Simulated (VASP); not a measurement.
# In (Pm-3m) in VASP: single point with LDA

Aim: the single point of In with LDA.

All numbers are computed with VASP 6.6.1; they aren't measurements. Logs are shortened: lines on timing, memory, paths and dates and some standing lists are left out, and cuts for length are marked.

**1. The cell of the first run**

It takes space group Pm-3m (No. 221, cubic). Conventional cell: a = 3.196 Å, b = 3.196 Å, c = 3.196 Å, α = 90.00°, β = 90.00°, γ = 90.00°. Within 4.2 Å of In (site symmetry m-3m) lie 6 In at 3.20 Å.

**2. Single point, LDA**

INCAR reads:

```
ALGO = Normal
EDIFF = 1E-6
ENCUT = 520
ISIF = 2
ISMEAR = 0
LASPH = True
LCHARG = False
LREAL = False
LWAVE = False
NBANDS = 12
NELM = 100
PREC = Accurate
SIGMA = 0.02
```

KPOINTS reads:

```
k-points
0
Gamma
  9 9 9
```

POSCAR reads:

```
In
1.0
    3.1960000000      0.0000000000      0.0000000000
    0.0000000000      3.1960000000      0.0000000000
    0.0000000000      0.0000000000      3.1960000000
In
1
Direct
    0.5000000000      0.5000000000      0.5000000000
```

Potentials or basis: VASP PAW LDA potentials, release 64 (In_d).

Command:

```bash
cat potpaw_LDA.64/In_d/POTCAR > POTCAR
mpirun -np 1 vasp_std > vasp.out
```

OUTCAR:

```text
EDIFF = 1E-6
   ENCUT = 520
   ISIF = 2
   ISMEAR = 0
   LASPH = True
   LREAL = False
   NELM = 100
   PREC = Accurate

 ion  position               nearest neighbor table
   1  0.500  0.500  0.500-

  LATTYP: Found a simple cubic cell.
 ALAT       =     3.1960000000

  Lattice vectors:

 A1 = (   3.1960000000,   0.0000000000,   0.0000000000)
 A2 = (   0.0000000000,   3.1960000000,   0.0000000000)
 A3 = (   0.0000000000,   0.0000000000,   3.1960000000)

Analysis of symmetry for initial positions (statically):
=====================================================================
 Subroutine PRICEL returns:
 Original cell was already a primitive cell.

 Routine SETGRP: Setting up the symmetry group for a
 simple cubic supercell.

 Subroutine GETGRP returns: Found 48 space group operations
[... 9 lines left out ...]

 Routine SETGRP: Setting up the symmetry group for a
 simple cubic supercell.

 Subroutine GETGRP returns: Found 48 space group operations
[... 11 lines left out ...]
                                     Primitive cell

  volume of cell :      32.6453

  direct lattice vectors                    reciprocal lattice vectors
     3.196000000  0.000000000  0.000000000     0.312891114  0.000000000  0.000000000
     0.000000000  3.196000000  0.000000000     0.000000000  0.312891114  0.000000000
     0.000000000  0.000000000  3.196000000     0.000000000  0.000000000  0.312891114

  length of vectors
     3.196000000  3.196000000  3.196000000     0.312891114  0.312891114  0.312891114

  position of ions in fractional coordinates (direct lattice)
     0.500000000  0.500000000  0.500000000

  ion indices of the primitive-cell ions
   primitive index   ion index
                 1           1

----------------------------------------------------------------------------------------

 KPOINTS: k-points

Automatic generation of k-mesh.
 Grid dimensions read from file:
 generate k-points for:    9    9    9

 Generating k-lattice:

  Cartesian coordinates                     Fractional coordinates (reciprocal lattice)
     0.034765679  0.000000000  0.000000000     0.111111111  0.000000000  0.000000000
     0.000000000  0.034765679  0.000000000     0.000000000  0.111111111  0.000000000
     0.000000000  0.000000000  0.034765679     0.000000000  0.000000000  0.111111111

  Length of vectors
     0.034765679  0.034765679  0.034765679

  Shift w.r.t. Gamma in fractional coordinates (k-lattice)
     0.000000000  0.000000000  0.000000000

 Subroutine IBZKPT returns following result:
 ===========================================

 Found     35 irreducible k-points:

 Following reciprocal coordinates:
            Coordinates               Weight
  0.000000  0.000000  0.000000      1.000000
  0.111111  0.000000  0.000000      6.000000
  0.222222  0.000000  0.000000      6.000000
  0.333333  0.000000  0.000000      6.000000
  0.444444  0.000000  0.000000      6.000000
  0.111111  0.111111  0.000000     12.000000
[... 16 lines left out ...]
  0.333333  0.333333  0.111111     24.000000
  0.444444  0.333333  0.111111     48.000000
 [... further k-points ...]
   k-points           NKPTS =     35   k-points in BZ     NKDIM =     35   number of bands    NBANDS=     12
   number of dos      NEDOS =    301   number of ions     NIONS =      1
   total plane-waves  NPLWV =  13824
   dimension x,y,z NGX =    24 NGY =   24 NGZ =   24
   dimension x,y,z NGXF=    48 NGYF=   48 NGZF=   48
   ions per type =               1
   NGX,Y,Z   is equivalent  to a cutoff of  12.48, 12.48, 12.48 a.u.
   NGXF,Y,Z  is equivalent  to a cutoff of  24.97, 24.97, 24.97 a.u.
 SYSTEM =  unknown system
   PREC   = accura    normal or accurate (medium, high low for compatibility)
   ISTART =      0    job   : 0-new  1-cont  2-samecut
   ICHARG =      2    charge: 1-file 2-atom 10-const
   ISPIN  =      1    spin polarized calculation?
   LNONCOLLINEAR =      F non collinear calculations
   LSORBIT =      F    spin-orbit coupling
   LASPH  =      T    aspherical Exc in radial PAW
   ENCUT  =  520.0 eV  38.22 Ry    6.18 a.u.   5.94  5.94  5.94*2*pi/ulx,y,z
   NELM   =    100;   NELMIN=  2; NELMDL= -5     # of ELM steps
   EDIFF  = 0.1E-05   stopping-criterion for ELM
   LREAL  =      F    real-space projection
[... 7 lines left out ...]
   TEBEG  =    0.0;   TEEND  =   0.0 temperature during run
   PSTRESS=    0.0 pullay stress
   NELECT =      13.0000    total number of electrons
   NUPDOWN=      -1.0000    fix difference up-down
   EMIN   =  10.00;   EMAX   =-10.00  energy-range for DOS
   EFERMI =   0.00;   METHOD = LEGACY
   ISMEAR =     0;   SIGMA  =   0.02  broadening in eV -4-tet -1-fermi 0-gaus
   EFERMI_NEDOS =   21; number of points for ismear=-14 and -15
   IALGO  =     38    algorithm
   IMIX   =      4    mixing-type and parameters
     AMIX     =   0.40;   BMIX     =  1.00
     AMIX_MAG =   1.60;   BMIX_MAG =  1.00
  volume/ion in A,a.u.               =      32.65       220.30
  Fermi-wavevector in a.u.,A,eV,Ry     =   1.204433  2.276048 19.737400  1.450658
  Thomas-Fermi vector in A             =   2.340158
   LORBIT       =      0    0 simple, 1 ext, 2 COOP (PROOUT), +10 PAW based schemes
   GGA     = CA    functional components
   LHFCALC =     F    Hartree Fock is set to
   AEXX    =    0.0000 exact exchange contribution
   IVDW    =     0    specifies the selected vdW correction
   LEPSILON=     F    determine dielectric tensor
   LRPA    =     F    only Hartree local field effects (RPA)
 non-spin polarized calculation
 Gauss-broadening in eV      SIGMA  =   0.02
  energy-cutoff  :      520.00
  volume of cell :       32.65
 maximum number of plane-waves:       897
 NGX is ok and might be reduce to    24
   NGX = 11   NGY = 11   NGZ = 11

 number of electron      13.0000011 magnetization

 Free energy of the ion-electron system (eV)
  ---------------------------------------------------
  ext. energy  EPLUGINS =         0.00000000
  ---------------------------------------------------
  free energy    TOTEN  =        -2.98606423 eV

  energy without entropy =       -2.98588768  energy(sigma->0) =       -2.98597596

 E-fermi :   4.8528     XC(G=0):  -9.4314

 val. band max:        4.7805218640   @ k =   0.4444   0.4444   0.4444
 cond. band min:       4.8572622013   @ k =   0.4444   0.4444   0.0000
 fundamental gap:      0.0767403374
 Fermi energy:         4.8527559642

 k-point     1 :       0.0000    0.0000    0.0000
  band No.  band energies     occupation
      1      -9.8504      2.00000
      2      -9.8504      2.00000
      3      -9.3414      2.00000
      4      -9.3414      2.00000
      5      -9.3414      2.00000
      6      -3.4528      2.00000
      7      11.3723      0.00000
      8      11.3723      0.00000
      9      11.3723      0.00000
     10      14.5780      0.00000
     11      14.5780      0.00000
     12      15.2867      0.00000

 k-point     2 :       0.1111    0.0000    0.0000
  band No.  band energies     occupation
      1      -9.8468      2.00000
      2      -9.8066      2.00000
      3      -9.3577      2.00000
      4      -9.3577      2.00000
      5      -9.3400      2.00000
      6      -3.2677      2.00000
      7       9.4351      0.00000
      8      11.5760      0.00000
      9      11.5760      0.00000
     10      14.7064      0.00000
     11      15.1231      0.00000
     12      17.0704      0.00000

 k-point     3 :       0.2222    0.0000    0.0000
  band No.  band energies     occupation
      1      -9.8378      2.00000
      2      -9.6965      2.00000
      3      -9.3986      2.00000
      4      -9.3986      2.00000
      5      -9.3366      2.00000
      6      -2.7103      2.00000
      7       6.7112      0.00000
      8      12.1559      0.00000
      9      12.1559      0.00000
     10      15.0956      0.00000
     11      15.5031      0.00000
     12      20.5269      0.00000

 k-point     4 :       0.3333    0.0000    0.0000
  band No.  band energies     occupation
      1      -9.8276      2.00000
      2      -9.5728      2.00000
      3      -9.4446      2.00000
      4      -9.4446      2.00000
      5      -9.3326      2.00000
      6      -1.7962      2.00000
      7       4.2475      2.00000
      8      12.9944      0.00000
      9      12.9944      0.00000
     10      15.7557      0.00000
     11      16.0776      0.00000
     12      19.5517      0.00000

 k-point     5 :       0.4444    0.0000    0.0000
  band No.  band energies     occupation
      1      -9.8209      2.00000
      2      -9.4930      2.00000
      3      -9.4744      2.00000
      4      -9.4744      2.00000
      5      -9.3301      2.00000
      6      -0.7139      2.00000
      7       2.3687      2.00000
      8      13.7574      0.00000
      9      13.7574      0.00000
     10      16.6937      0.00000
     11      16.7172      0.00000
     12      17.9908      0.00000
[... 228 lines left out ...]
      1      -9.6890      2.00000
      2      -9.5221      2.00000
      3      -9.4775      2.00000
      4      -9.4592      2.00000
      5      -9.4060      2.00000
      6      -0.8886      2.00000
      7       5.1392      0.00000
      8       8.5020      0.00000
      9      11.7896      0.00000
     10      14.4322      0.00000
     11      17.1926      0.00000
     12      19.2362      0.00000

 k-point    22 :       0.4444    0.2222    0.1111
  band No.  band energies     occupation
      1      -9.6796      2.00000
      2      -9.5580      2.00000
      3      -9.4908      2.00000
      4      -9.4075      2.00000
      5      -9.3877      2.00000
      6       0.1743      2.00000
      7       3.2820      2.00000
      8       9.3700      0.00000
      9      12.6131      0.00000
     10      12.9693      0.00000
     11      15.8412      0.00000
     12      20.0131      0.00000

 k-point    23 :       0.3333    0.3333    0.1111
  band No.  band energies     occupation
      1      -9.6430      2.00000
      2      -9.5846      2.00000
      3      -9.4557      2.00000
      4      -9.4530      2.00000
      5      -9.3711      2.00000
      6       0.0055      2.00000
      7       5.6320      0.00000
      8       6.3698      0.00000
      9      12.1065      0.00000
     10      12.8423      0.00000
     11      17.8371      0.00000
     12      18.2963      0.00000

 k-point    24 :       0.4444    0.3333    0.1111
  band No.  band energies     occupation
      1      -9.6275      2.00000
      2      -9.6222      2.00000
      3      -9.4844      2.00000
      4      -9.4503      2.00000
      5      -9.2912      2.00000
      6       1.0698      2.00000
      7       4.0702      2.00000
      8       6.8801      0.00000
      9      10.7338      0.00000
     10      13.6518      0.00000
     11      16.6291      0.00000
     12      18.9537      0.00000

 [... further k-points ...]

------------------------ aborting loop because EDIFF is reached ----------------------------------------

  FORCE on cell =-STRESS in cart. coord.  units (eV):
  Direction    XX          YY          ZZ          XY          YZ          ZX
  --------------------------------------------------------------------------------------
  -------------------------------------------------------------------------------------
  Total       -1.1152024     -1.1152024     -1.1152024      0.0000000     -0.0000000     -0.0000000
  in kB      -54.7323344    -54.7323344    -54.7323344      0.0000000     -0.0000000     -0.0000000
  external PRESSURE =     -54.7323344 kB  Pullay stress =       0.0000000 kB

 VOLUME and BASIS-vectors are now :
 -----------------------------------------------------------------------------
  energy-cutoff  :      520.00
  volume of cell :       32.65
      direct lattice vectors                 reciprocal lattice vectors
     3.196000000  0.000000000  0.000000000     0.312891114  0.000000000  0.000000000
     0.000000000  3.196000000  0.000000000     0.000000000  0.312891114  0.000000000
     0.000000000  0.000000000  3.196000000     0.000000000  0.000000000  0.312891114

 POSITION                                       TOTAL-FORCE (eV/Angst)
 -----------------------------------------------------------------------------------
      1.59800      1.59800      1.59800         0.000000      0.000000      0.000000
 -----------------------------------------------------------------------------------
    total drift:                                0.000000     -0.000000     -0.000000

  FREE ENERGIE OF THE ION-ELECTRON SYSTEM (eV)
  ---------------------------------------------------
  free  energy   TOTEN  =        -2.9860642310 eV

  energy  without entropy=       -2.9858876832  energy(sigma->0) =       -2.98597596
```

It took 5.2 s on 1 thread of Intel Xeon Platinum 8488C (Sapphire Rapids), shared host; peak memory 0.13 GiB.

What came out:

- Free energy: -2.9861 eV
- Pressure: -5.5 GPa

Caveat: spin-orbit coupling is left out, which moves the levels of the heavy elements.
